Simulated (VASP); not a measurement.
Runs of VASP 6.6.1 on TiAl6. The structure is that of space group P6/mmm (No. 191), or close to it. The cells are those of the table. 

| task | cell | k mesh | cutoff (eV) | k mesh for the DOS | occupations for the DOS | gap on the mesh (eV) | pressure (GPa) | relaxed volume (Å³/atom) | largest force (eV/Å) |
| --- | --- | --- | --- | --- | --- | --- | --- | --- | --- |
| single point | a = 7.677, b = 7.677, c = 2.860 Å, angles 90.0, 90.0, 120.0°, 7 atoms | 6 × 6 × 14 | 520 | - | - | none | 0.0 | - | - |
| relaxation of cell and atoms | relaxed from a = 7.663, b = 7.663, c = 2.886 Å, angles 90.0, 90.0, 120.0°, 7 atoms | 6 × 6 × 14 | 600 | - | - | none | 0.0 | 20.82 | - |
| single point | a = 7.735, b = 7.735, c = 2.824 Å, angles 90.0, 90.0, 120.0°, 7 atoms | 6 × 6 × 4 | 520 | - | - | none | (b) | - | 0.01 |
| single point | a = 4.536, b = 4.536, c = 4.905 Å, angles 90.0, 90.0, 120.0°, 7 atoms | 6 × 6 × 4 | 520 | - | - | none | 268.3 | - | 0.01 |
| single point | a = 7.663, b = 7.663, c = 2.886 Å, angles 90.0, 90.0, 120.0°, 7 atoms | 3 × 3 × 6 | 520 | - | - | none | -0.1 | - | - |
| relaxation of cell and atoms | relaxed from a = 7.735, b = 7.735, c = 2.824 Å, angles 90.0, 90.0, 120.0°, 7 atoms | 3 × 3 × 6 | 600 | - | - | none | 0.0 | (a) | 0.02 |

Alike in all rows: level PBE; potentials or basis VASP PAW PBE potentials, release 64 (Ti_sv, Al); no spin polarisation; smearing gaussian 0.1 eV.

Question: Estimate the missing entries.

Answer: (a) 20.95; (b) 0.1.

Caveats: some runs use coarse meshes.

A gap of «none» marks levels without a gap at the run's occupations.
